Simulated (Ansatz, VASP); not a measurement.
## TiPdSe4 in VASP and in Ansatz

The input INCAR:

```
SYSTEM = TiPdSe4
PREC = Accurate ; ENCUT = 600
EDIFF = 1E-7 ; ISMEAR = 0
SIGMA = 0.15 ; LREAL = .FALSE.
LASPH = .TRUE. ; NELM = 150
ALGO = Normal ; ISIF = 3
LWAVE = .FALSE. ; LCHARG = .FALSE.
ISPIN = 2 ; MAGMOM = 1 0 0 0 0 0
LORBIT = 11 ; LMAXMIX = 4
GGA = PE ; IBRION = 2
NSW = 36 ; EDIFFG = -0.08
```

Contents of KPOINTS:

```
regular mesh
0
G
  3 3 3
  0 0 0
```

The input POSCAR:

```
TiPdSe4
1.0
   -3.6066641200      3.6066641200      2.8830989100
    3.6066641200     -3.6066641200      2.8830989100
    3.6066641200      3.6066641200     -2.8830989100
Ti Pd Se
1 1 4
Direct
    0.5000000000      0.5000000000      0.0000000000
    0.0000000000      0.0000000000      0.0000000000
    0.4101766300      0.9101766300      0.8203532700
    0.0898233700      0.5898233700      0.1796467300
    0.5898233700      0.4101766300      0.5000000000
    0.9101766300      0.0898233700      0.5000000000
```

Input for Ansatz:

```yaml
crystal:
  lattice:
    - [-3.60666412, 3.60666412, 2.88309891]
    - [3.60666412, -3.60666412, 2.88309891]
    - [3.60666412, 3.60666412, -2.88309891]
  atoms:
    - { symbol: Ti, position: [0.5, 0.5, 0.0], spin: 1.0 }
    - { symbol: Pd, position: [0.0, 0.0, 0.0] }
    - { symbol: Se, position: [0.41017663, 0.91017663, 0.82035327] }
    - { symbol: Se, position: [0.08982337, 0.58982337, 0.17964673] }
    - { symbol: Se, position: [0.58982337, 0.41017663, 0.5] }
    - { symbol: Se, position: [0.91017663, 0.08982337, 0.5] }
basis:
  ecutwfc: 420
kpoints:
  mp_grid: { grid: [3, 3, 3] }
hamiltonian:
  xc: pbe
scf:
  occupations: { method: gaussian, width: 0.15 }
  lower_state_search: "off"
output:
  forces: true
  stress: true
  eigenvalues: true
  populations: true
magnetization:
  spin_polarized: true
relax:
  adjacent_minimum: "off"
  f_tol: 0.08
  max_steps: 16
  cell: { stress_tol: 0.8 }
```

Change from the starting cell: species swapped into the Ta4CoNi type (I422, No. 97).

Alike in both runs: task relaxation of cell and atoms; functional PBE; k mesh 3 × 3 × 3; occupations gaussian, width 0.15 eV; collinear spin.

```csv
,VASP,Ansatz
version,VASP 6.6.1,Ansatz 0.2.0
potentials or method,"VASP PAW PBE potentials, release 64 (Ti_sv, Pd, Se), cutoff 600 eV","scalar-relativistic, plane waves, PAW"
valence electrons in the cell,46,94
```

|  | VASP | Ansatz | Ansatz less VASP |
| --- | --- | --- | --- |
| gap on the k mesh at the Fermi level, each at its own relaxed structure (eV) | none | none | - |
| net moment per atom (μB) | 0.00 | 0.00 | 0.000 |
| relaxed volume (Å³/atom) | 18.94 | 18.89 | -0.044 |
| relaxed length of the cell vector where the two differ most in proportion (Å) | 5.285 | 5.281 | -0.0043 |

A gap of «none» marks a metal or a gap that the smearing closes. VASP's potentials hold 46 valence electrons a cell and Ansatz's 94, so a difference there can come from the potentials and not from the codes. Ansatz's warnings: seeded moment not kept.

The k mesh is coarse, so the values compare programs but aren't converged. Noted on VASP's run: the volume moved by over 15 % at a fixed basis, so the end points are rough.
